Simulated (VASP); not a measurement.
Write the native input for VASP 6.6.1 that does the following.

```yaml
Task: single point
Functional: PBE
Dispersion: D3(BJ)
Potentials_or_basis: VASP PAW PBE potentials, release 64 (Mo_sv, S)
Cutoff: 520 eV
k_mesh: 10 × 10 × 2
Occupations: gaussian, width 0.05 eV
Spin: no spin polarisation
Dipole_correction: no
Further_INCAR_settings: ALGO = Normal; EDIFF = 1e-06; NBANDS = 35; ISYM = 0
```

The structure of MoS2 lies in POSCAR:

```
MoS2
1.0
   -3.1494847632      0.0000000000      0.0000000000
   -1.5747423816     -2.7275338138      0.0000000000
   -2.7557991678     -2.0456503603     13.2900638030
Mo S
2 4
Direct
   -0.0294750000     -0.0442125000      0.0589500000
   -0.2794750000     -0.4192125000      0.5589500000
   -0.0050888205     -0.1742998974      0.6768443076
    0.2449111795      0.2007001026      0.1768443076
   -0.1371945129     -0.3724584360      0.9410556924
    0.1128054871      0.0025415640      0.4410556924
```

One way to write it, as run:

INCAR

```
SYSTEM = MoS2
PREC = Accurate
ENCUT = 520
EDIFF = 1E-6
ISMEAR = 0
SIGMA = 0.05
LREAL = .FALSE.
LASPH = .TRUE.
NELM = 80
ALGO = Normal
ISIF = 2
LWAVE = .FALSE.
LCHARG = .FALSE.
GGA = PE
IVDW = 12
NBANDS = 35
ISYM = 0
```

KPOINTS

```
Automatic mesh
0
G
  10 10 2
  0 0 0
```

Potentials or basis: VASP PAW PBE potentials, release 64 (Mo_sv, S).

The run is started by

```bash
$ cat potpaw_PBE.64/Mo_sv/POTCAR potpaw_PBE.64/S/POTCAR > POTCAR
$ mpirun -np 1 vasp_std > vasp.out
```

It gave:

```yaml
Pressure: 2.9 GPa
Largest_force: 2.727 eV/Å
Band_gap_on_the_k_mesh: zero (band 26 reaches 7.09 eV, above the bottom of band 27 at 6.99 eV)
Dispersion_energy_per_atom: -0.398 eV
```

Caveat: forces of over 1 eV/Å act on the atoms, so gaps and moduli don't describe the material at rest.

It took 3.4 min on 1 thread of Intel(R) Xeon(R) 6975P-C (Granite Rapids) (shared host), peak memory 0.46 GiB.
